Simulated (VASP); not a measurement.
Here is a VASP 6.6.1 calculation.

File INCAR:

```
PREC = Accurate
ENCUT = 520
EDIFF = 1E-7
ISMEAR = 0
SIGMA = 0.01
LREAL = F
LASPH = T
NELM = 60
ALGO = Normal
ISIF = 2
LWAVE = F
LCHARG = F
GGA = PS
NBANDS = 21
```

Contents of KPOINTS:

```
Automatic mesh
0
Gamma
  6 6 4
```

File POSCAR:

```
SnC3
1.0
    2.9788882431      0.0000000000      0.0000000000
    0.0000000000      2.9788882431      0.0000000000
    0.0000000000      0.0000000000      4.6435166754
C Sn
3 1
Direct
    0.5000000000      0.0000000000      0.8203632750
    0.5000000000      0.5000000000      0.0000000000
    0.0000000000      0.5000000000      0.1796367250
    0.0000000000      0.0000000000      0.5000000000
```

Potentials or basis: VASP PAW PBE potentials, release 64 (C, Sn_d).

Launch:

```sh
$ cat potpaw_PBE.64/C/POTCAR potpaw_PBE.64/Sn_d/POTCAR > POTCAR
$ mpirun -np 1 vasp_std > vasp.out
```

Problem. What does it give for the largest force?

Solution. 0.312 eV/Å.

Problem. Predict the pressure.

Solution. -3.0 GPa.

Problem. Estimate the band gap on the k mesh.

Solution. 0.32 eV, indirect (least direct gap 0.56 eV).

Forces on the atoms (eV/Å):
```
C    0.000  0.000  0.312
C    0.000  0.000  0.000
C    0.000  0.000 -0.312
Sn   0.000  0.000  0.000
```

Caveat: the PAW data sets were made with another functional, which shifts forces and pressure a little; spin-orbit coupling is left out, which moves the levels of the heavy elements. A k mesh can miss the band edges.
